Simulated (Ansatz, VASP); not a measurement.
# One calculation of Si5PdW2, two programs

```xyz
8
Lattice="3.2548 0.0000 0.0000 0.0000 3.2548 0.0000 0.0000 0.0000 10.6760" Properties=species:S:1:pos:R:3 pbc="T T T"
Si    1.6274    1.6274    9.2725
Si    1.6274    1.6274    1.4035
Si    1.6274    1.6274    6.6206
Si    0.0000    0.0000    5.3380
Si    1.6274    1.6274    4.0554
Pd    0.0000    0.0000    0.0000
W     0.0000    0.0000    7.7902
W     0.0000    0.0000    2.8858
```

Alike in both runs: task single point; functional PBE; k mesh 6 × 6 × 2; occupations gaussian, width 0.1 eV; no spin polarisation.

```csv
,VASP,Ansatz
version,VASP 6.6.1,Ansatz 0.2.0
potentials or method,"VASP PAW PBE potentials, release 64 (Si, Pd, W_sv), cutoff 500 eV","scalar-relativistic, plane waves, PAW"
valence electrons in the cell,58,66
```

Ansatz gave:

* gap on the k mesh at the Fermi level (eV): none
* pressure (GPa): 0.4
* traceless stress, the component that is largest in VASP (GPa): 1.21
* rms of the force components (eV/Å): 0.061

Task: What did VASP give for the same quantities?

Result: gap on the k mesh at the Fermi level (eV): none; pressure (GPa): 0.5; traceless stress, the component that is largest in VASP (GPa): 1.17; rms of the force components (eV/Å): 0.059.

Atom by atom the forces differ by 0.005 eV/Å (rms over components). A gap of «none» marks a metal or a gap that the smearing closes. VASP's potentials hold 58 valence electrons a cell and Ansatz's 66, so a difference there can come from the potentials and not from the codes.

Neither program's run includes spin-orbit coupling.
